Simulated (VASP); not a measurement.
# Ti2C5 (P6/mmm) in VASP: further runs

Ti2C5 is run at these levels: PBE; tasks: single point.

Everything below comes from runs of VASP 6.6.1. Logs are shortened: lines on timing, memory, paths and dates and some standing lists are left out, and cuts for length are marked.

## 1. The cell of the first run

Symmetry: P6/mmm, No. 191, hexagonal system. The conventional cell has a = 3.306 Å, b = 3.306 Å, c = 6.034 Å, α = 90.00°, β = 90.00°, γ = 120.00°. Ti (site symmetry 6mm) has 12 C at 2.28 to 2.39 Å and 1 Ti at 2.89 Å within 3.0 Å. C (site symmetry -6m2) has 3 C at 1.91 Å and 6 Ti at 2.39 Å within 2.5 Å. C (site symmetry mmm) has 4 C at 1.65 Å and 4 Ti at 2.28 Å within 2.3 Å.

The cell was generated, and may not be a known phase.

## 2. Single point, PBE

Input file INCAR:

```
SYSTEM = Ti2C5
PREC = Accurate ; ENCUT = 600
EDIFF = 1E-6 ; ISMEAR = 0
SIGMA = 0.2 ; LREAL = .FALSE.
LASPH = .TRUE. ; NELM = 120
ALGO = Normal ; ISIF = 2
LWAVE = .FALSE. ; LCHARG = .FALSE.
GGA = PE ; NBANDS = 31
GGA_COMPAT = .FALSE.
```

Input file KPOINTS:

```
Automatic mesh
0
G
  5 5 3
  0 0 0
```

Input file POSCAR:

```
Ti2C5
1.0
    3.3056447245     -0.0000000024      0.0000000000
   -1.6528223602      2.8627723085      0.0000000000
    0.0000000000      0.0000000000      6.0341398649
Ti C
2 5
Direct
    0.0000000000      0.0000000000      0.2396200017
    0.0000000000      0.0000000000      0.7603799983
    0.3333333333      0.6666666667      0.0000000000
    0.6666666667      0.3333333333      0.0000000000
    0.5000000000      0.0000000000      0.5000000000
    0.0000000000      0.5000000000      0.5000000000
    0.5000000000      0.5000000000      0.5000000000
```

Potentials or basis: VASP PAW PBE potentials, release 64 (Ti_sv, C).

Started as:

```
cat potpaw_PBE.64/Ti_sv/POTCAR potpaw_PBE.64/C/POTCAR > POTCAR
mpirun -np 1 vasp_std > vasp.out
```

OUTCAR:

```text
SYSTEM = Ti2C5
   PREC = Accurate
   ENCUT = 600
   EDIFF = 1E-6
   ISMEAR = 0
   LREAL = .FALSE.
   LASPH = .TRUE.
   NELM = 120
   ISIF = 2
   GGA = PE

 ion  position               nearest neighbor table
   1  0.000  0.000  0.240-   7 2.28   7 2.28   5 2.28   5 2.28   6 2.28   6 2.28   3 2.39   4 2.39
                             4 2.39   3 2.39   3 2.39   4 2.39   2 2.89
   2  0.000  0.000  0.760-   7 2.28   7 2.28   5 2.28   5 2.28   6 2.28   6 2.28   3 2.39   4 2.39
                             4 2.39   3 2.39   3 2.39   4 2.39   1 2.89
   3  0.333  0.667  0.000-   4 1.91   4 1.91   4 1.91   1 2.39   2 2.39   2 2.39   1 2.39   2 2.39
                             1 2.39
   4  0.667  0.333  0.000-   3 1.91   3 1.91   3 1.91   1 2.39   2 2.39   1 2.39   2 2.39   1 2.39
                             2 2.39
   5  0.500  0.000  0.500-   6 1.65   6 1.65   7 1.65   7 1.65   1 2.28   1 2.28   2 2.28   2 2.28

   6  0.000  0.500  0.500-   5 1.65   5 1.65   7 1.65   7 1.65   1 2.28   2 2.28   1 2.28   2 2.28

   7  0.500  0.500  0.500-   6 1.65   6 1.65   5 1.65   5 1.65   1 2.28   2 2.28   1 2.28   2 2.28

  LATTYP: Found a hexagonal cell.
 ALAT       =     3.3056447245
 C/A-ratio  =     1.8254048356

  Lattice vectors:

 A1 = (   3.3056447245,  -0.0000000024,   0.0000000000)
 A2 = (  -1.6528223602,   2.8627723085,   0.0000000000)
 A3 = (   0.0000000000,   0.0000000000,   6.0341398649)

Analysis of symmetry for initial positions (statically):
=====================================================================
 Subroutine PRICEL returns:
 Original cell was already a primitive cell.

 Routine SETGRP: Setting up the symmetry group for a
 hexagonal supercell.

 Subroutine GETGRP returns: Found 24 space group operations
 (whereof 24 operations were pure point group operations)
 out of a pool of 24 trial point group operations.

The static configuration has the point symmetry D_6h.

Analysis of symmetry for dynamics (positions and initial velocities):
=====================================================================
 Subroutine PRICEL returns:
 Original cell was already a primitive cell.

 Routine SETGRP: Setting up the symmetry group for a
 hexagonal supercell.

 Subroutine GETGRP returns: Found 24 space group operations
 (whereof 24 operations were pure point group operations)
 out of a pool of 24 trial point group operations.

The dynamic configuration has the point symmetry D_6h.

 Subroutine INISYM returns: Found 24 space group operations
 (whereof 24 operations are pure point group operations),
 and found     1 'primitive' translations

----------------------------------------------------------------------------------------

                                     Primitive cell

  volume of cell :      57.1029

  direct lattice vectors                    reciprocal lattice vectors
     3.305644725 -0.000000002  0.000000000     0.302512848  0.174655874  0.000000000
    -1.652822360  2.862772308  0.000000000     0.000000000  0.349311748  0.000000000
     0.000000000  0.000000000  6.034139865     0.000000000  0.000000000  0.165723703

  length of vectors
     3.305644725  3.305644725  6.034139865     0.349311748  0.349311748  0.165723703

  position of ions in fractional coordinates (direct lattice)
     0.000000000  0.000000000  0.239620002
     0.000000000  0.000000000  0.760379998
     0.333333333  0.666666667  0.000000000
     0.666666667  0.333333333  0.000000000
     0.500000000  0.000000000  0.500000000
     1.000000000  0.500000000  0.500000000
     0.500000000  0.500000000  0.500000000

  ion indices of the primitive-cell ions
   primitive index   ion index
                 1           1
                 2           2
                 3           3
                 4           4
                 5           5
                 6           6
                 7           7

----------------------------------------------------------------------------------------

 KPOINTS: Automatic mesh

Automatic generation of k-mesh.
 Grid dimensions read from file:
 generate k-points for:    5    5    3

 Generating k-lattice:

  Cartesian coordinates                     Fractional coordinates (reciprocal lattice)
     0.060502570  0.034931175  0.000000000     0.200000000  0.000000000  0.000000000
     0.000000000  0.069862350  0.000000000     0.000000000  0.200000000  0.000000000
     0.000000000  0.000000000  0.055241234     0.000000000  0.000000000  0.333333333

  Length of vectors
     0.069862350  0.069862350  0.055241234

  Shift w.r.t. Gamma in fractional coordinates (k-lattice)
     0.000000000  0.000000000  0.000000000

 Subroutine IBZKPT returns following result:
 ===========================================

 Found     10 irreducible k-points:

 Following reciprocal coordinates:
            Coordinates               Weight
  0.000000  0.000000  0.000000      1.000000
  0.200000  0.000000  0.000000      6.000000
  0.400000  0.000000  0.000000      6.000000
  0.200000  0.200000  0.000000      6.000000
  0.400000  0.200000  0.000000      6.000000
  0.000000  0.000000  0.333333      2.000000
  0.200000  0.000000  0.333333     12.000000
  0.400000  0.000000  0.333333     12.000000
  0.200000  0.200000  0.333333     12.000000
  0.400000  0.200000  0.333333     12.000000
   k-points           NKPTS =     10   k-points in BZ     NKDIM =     10   number of bands    NBANDS=     31
   number of dos      NEDOS =    301   number of ions     NIONS =      7
   total plane-waves  NPLWV =  37632
   dimension x,y,z NGX =    28 NGY =   28 NGZ =   48
   dimension x,y,z NGXF=    56 NGYF=   56 NGZF=   96
   ions per type =               2   5
   NGX,Y,Z   is equivalent  to a cutoff of  14.08, 14.08, 13.22 a.u.
   NGXF,Y,Z  is equivalent  to a cutoff of  28.16, 28.16, 26.45 a.u.
 SYSTEM =  Ti2C5
   PREC   = accura    normal or accurate (medium, high low for compatibility)
   ISTART =      0    job   : 0-new  1-cont  2-samecut
   ICHARG =      2    charge: 1-file 2-atom 10-const
   ISPIN  =      1    spin polarized calculation?
   LNONCOLLINEAR =      F non collinear calculations
   LSORBIT =      F    spin-orbit coupling
   LASPH  =      T    aspherical Exc in radial PAW
   ENCUT  =  600.0 eV  44.10 Ry    6.64 a.u.   6.60  6.60 12.05*2*pi/ulx,y,z
   NELM   =    120;   NELMIN=  2; NELMDL= -5     # of ELM steps
   EDIFF  = 0.1E-05   stopping-criterion for ELM
   LREAL  =      F    real-space projection
   EDIFFG = 0.1E-04   stopping-criterion for IOM
   NSW    =      0    number of steps for IOM
   IBRION =     -1    ionic relax: 0-MD 1-quasi-New 2-CG
   NFREE  =      0    steps in history (QN), initial steepest desc. (CG)
   ISIF   =      2    stress and relaxation
   ISYM   =      2    0-nonsym 1-usesym 2-fastsym
   POTIM  = 0.5000    time-step for ionic-motion
   TEBEG  =    0.0;   TEEND  =   0.0 temperature during run
   PSTRESS=    0.0 pullay stress
   NELECT =      44.0000    total number of electrons
   NUPDOWN=      -1.0000    fix difference up-down
   EMIN   =  10.00;   EMAX   =-10.00  energy-range for DOS
   EFERMI =   0.00;   METHOD = LEGACY
   ISMEAR =     0;   SIGMA  =   0.20  broadening in eV -4-tet -1-fermi 0-gaus
   EFERMI_NEDOS =   21; number of points for ismear=-14 and -15
   IALGO  =     38    algorithm
   IMIX   =      4    mixing-type and parameters
     AMIX     =   0.40;   BMIX     =  1.00
     AMIX_MAG =   1.60;   BMIX_MAG =  1.00
  volume/ion in A,a.u.               =       8.16        55.05
  Fermi-wavevector in a.u.,A,eV,Ry     =   1.500858  2.836210 30.648140  2.252575
  Thomas-Fermi vector in A             =   2.612304
   LORBIT       =      0    0 simple, 1 ext, 2 COOP (PROOUT), +10 PAW based schemes
   GGA     = PE    functional components
   LHFCALC =     F    Hartree Fock is set to
   AEXX    =    0.0000 exact exchange contribution
   IVDW    =     0    specifies the selected vdW correction
   LEPSILON=     F    determine dielectric tensor
   LRPA    =     F    only Hartree local field effects (RPA)
 non-spin polarized calculation
 Gauss-broadening in eV      SIGMA  =   0.20
  energy-cutoff  :      600.00
  volume of cell :       57.10
 maximum number of plane-waves:      1938
 NGX is ok and might be reduce to    28
   NGX = 13   NGY = 13   NGZ = 25

 number of electron      44.0000007 magnetization

 Free energy of the ion-electron system (eV)
  ---------------------------------------------------
  ext. energy  EPLUGINS =         0.00000000
  ---------------------------------------------------
  free energy    TOTEN  =       -53.09994302 eV

  energy without entropy =      -53.04632981  energy(sigma->0) =      -53.07313641

 E-fermi :  10.8834     XC(G=0): -13.0304

 val. band max:       10.7343052085   @ k =   0.2000   0.0000   0.3333
 cond. band min:      10.8843593338   @ k =   0.2000   0.2000   0.0000
 fundamental gap:      0.1500541253
 Fermi energy:        10.8834163882

 k-point     1 :       0.0000    0.0000    0.0000
  band No.  band energies     occupation
      1     -46.3726      2.00000
      2     -46.3369      2.00000
      3     -23.0565      2.00000
      4     -22.6726      2.00000
      5     -22.5430      2.00000
      6     -22.5430      2.00000
[... 23 lines left out ...]
     30      14.0931      0.00000
     31      14.0931      0.00000

 k-point     2 :       0.2000    0.0000    0.0000
  band No.  band energies     occupation
      1     -46.3657      2.00000
      2     -46.3305      2.00000
      3     -23.0327      2.00000
      4     -22.6617      2.00000
      5     -22.6171      2.00000
      6     -22.5623      2.00000
[... 23 lines left out ...]
     30      13.9574      0.00000
     31      14.4678      0.00000

 k-point     3 :       0.4000    0.0000    0.0000
  band No.  band energies     occupation
      1     -46.3546      2.00000
      2     -46.3199      2.00000
      3     -22.9941      2.00000
      4     -22.7342      2.00000
      5     -22.6634      2.00000
      6     -22.6433      2.00000
[... 23 lines left out ...]
     30      14.8230      0.00000
     31      14.8329      0.00000

 k-point     4 :       0.2000    0.2000    0.0000
  band No.  band energies     occupation
      1     -46.3567      2.00000
      2     -46.3219      2.00000
      3     -23.0015      2.00000
      4     -22.6927      2.00000
      5     -22.6478      2.00000
      6     -22.6268      2.00000
[... 23 lines left out ...]
     30      14.8106      0.00000
     31      15.0871      0.00000

 k-point     5 :       0.4000    0.2000    0.0000
  band No.  band energies     occupation
      1     -46.3511      2.00000
      2     -46.3167      2.00000
      3     -22.9821      2.00000
      4     -22.7279      2.00000
      5     -22.6583      2.00000
      6     -22.6382      2.00000
[... 23 lines left out ...]
     30      14.7307      0.00000
     31      14.9164      0.00000

 k-point     6 :       0.0000    0.0000    0.3333
  band No.  band energies     occupation
      1     -46.3653      2.00000
      2     -46.3443      2.00000
      3     -22.9666      2.00000
      4     -22.7672      2.00000
      5     -22.5324      2.00000
      6     -22.5324      2.00000
[... 23 lines left out ...]
     30      13.3926      0.00000
     31      13.3926      0.00000

 k-point     7 :       0.2000    0.0000    0.3333
  band No.  band energies     occupation
      1     -46.3585      2.00000
      2     -46.3377      2.00000
      3     -22.9463      2.00000
      4     -22.7531      2.00000
      5     -22.6033      2.00000
      6     -22.5756      2.00000
[... 23 lines left out ...]
     30      13.7401      0.00000
     31      14.2620      0.00000

 k-point     8 :       0.4000    0.0000    0.3333
  band No.  band energies     occupation
      1     -46.3475      2.00000
      2     -46.3271      2.00000
      3     -22.9129      2.00000
      4     -22.7307      2.00000
      5     -22.7149      2.00000
      6     -22.6802      2.00000
[... 23 lines left out ...]
     30      14.6037      0.00000
     31      15.1365      0.00000

 k-point     9 :       0.2000    0.2000    0.3333
  band No.  band energies     occupation
      1     -46.3496      2.00000
      2     -46.3291      2.00000
      3     -22.9194      2.00000
      4     -22.7345      2.00000
      5     -22.6758      2.00000
      6     -22.6430      2.00000
[... 23 lines left out ...]
     30      14.1879      0.00000
     31      14.9818      0.00000

 k-point    10 :       0.4000    0.2000    0.3333
  band No.  band energies     occupation
      1     -46.3441      2.00000
      2     -46.3238      2.00000
      3     -22.9025      2.00000
      4     -22.7211      2.00000
      5     -22.7110      2.00000
      6     -22.6754      2.00000
[... 23 lines left out ...]
     30      15.1030      0.00000
     31      15.2738      0.00000

------------------------ aborting loop because EDIFF is reached ----------------------------------------

  FORCE on cell =-STRESS in cart. coord.  units (eV):
  Direction    XX          YY          ZZ          XY          YZ          ZX
  --------------------------------------------------------------------------------------
  -------------------------------------------------------------------------------------
  Total       -0.0714558     -0.0714558     -0.0817271      0.0000000      0.0000000      0.0000000
  in kB       -2.0048874     -2.0048874     -2.2930739      0.0000000      0.0000000      0.0000000
  external PRESSURE =      -2.1009495 kB  Pullay stress =       0.0000000 kB

 VOLUME and BASIS-vectors are now :
 -----------------------------------------------------------------------------
  energy-cutoff  :      600.00
  volume of cell :       57.10
      direct lattice vectors                 reciprocal lattice vectors
     3.305644725 -0.000000002  0.000000000     0.302512848  0.174655874  0.000000000
    -1.652822360  2.862772308  0.000000000     0.000000000  0.349311748  0.000000000
     0.000000000  0.000000000  6.034139865     0.000000000  0.000000000  0.165723703

 POSITION                                       TOTAL-FORCE (eV/Angst)
 -----------------------------------------------------------------------------------
      0.00000      0.00000      1.44590         0.000000      0.000000     -0.059391
      0.00000      0.00000      4.58824        -0.000000     -0.000000      0.059391
      0.00000      1.90851      0.00000        -0.000000      0.000000     -0.000000
      1.65282      0.95426      0.00000         0.000000     -0.000000     -0.000000
      1.65282     -0.00000      3.01707         0.000000      0.000000     -0.000000
     -0.82641      1.43139      3.01707         0.000000      0.000000     -0.000000
      0.82641      1.43139      3.01707         0.000000      0.000000     -0.000000
 -----------------------------------------------------------------------------------
    total drift:                               -0.000000     -0.000000      0.000000

  FREE ENERGIE OF THE ION-ELECTRON SYSTEM (eV)
  ---------------------------------------------------
  free  energy   TOTEN  =       -53.0999430164 eV

  energy  without entropy=      -53.0463298090  energy(sigma->0) =      -53.07313641
```

Wall time 24 s (1 thread of AMD EPYC 7R13 (Zen 3), shared host); peak memory 0.16 GiB.

What came out:

* Free energy: -53.0999 eV
* Pressure: -0.2 GPa
* Largest force: 0.059 eV/Å
* Band gap on the k mesh: zero (bands 22 and 23 overlap by 1.73 eV)

Forces in eV/Å, atoms in the order of the input:
```
Ti   0.000  0.000 -0.059
Ti   0.000  0.000  0.059
C    0.000  0.000  0.000
C    0.000  0.000  0.000
C    0.000  0.000  0.000
C    0.000  0.000  0.000
C    0.000  0.000  0.000
```

Caveat: the k points lie up to 0.44 Å⁻¹ apart, too coarse for converged energies and pressures of a metal.

(Continued in part 2 of 2.)

The gap in the log of VASP goes by the Fermi energy; the results here count the filled bands.